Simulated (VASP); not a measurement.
Runs of VASP 6.6.1 on Al. The structure is that of space group Fm-3m (No. 225), or close to it. The cells are those of the table. 

```tsv
cell	gap on the mesh (eV)	pressure (GPa)
a = 2.891, b = 2.862 Å, angles 60.3, 59.3, 60.3°, 1 atom	none	(a)
a = 2.834, b = 2.862 Å, angles 59.7, 60.7, 59.7°, 1 atom	none	1.2
a = 2.887, b = 2.862 Å, angles 60.3, 59.4, 60.3°, 1 atom	none	(b)
a = 2.870, b = 2.862 Å, angles 60.1, 59.8, 60.1°, 1 atom	none	-0.8
a = 2.877, b = 2.862 Å, angles 60.2, 59.7, 60.2°, 1 atom	none	-1.2
a = 2.848, b = 2.862 Å, angles 59.8, 60.3, 59.8°, 1 atom	none	0.3
a = 2.884, b = 2.862 Å, angles 60.2, 59.5, 60.2°, 1 atom	none	-1.5
a = 2.855, b = 2.862 Å, angles 59.9, 60.2, 59.9°, 1 atom	none	-0.1
```

Alike in all rows: task single point; level PBE; potentials or basis VASP PAW PBE potentials, release 64 (Al); no spin polarisation; k mesh 20 × 20 × 20; cutoff (eV) 520; smearing gaussian 0.15 eV.

**Question.** Estimate the missing entries.

**Answer.** (a) -1.9; (b) -1.7.

A gap of «none» marks levels without a gap at the run's occupations.
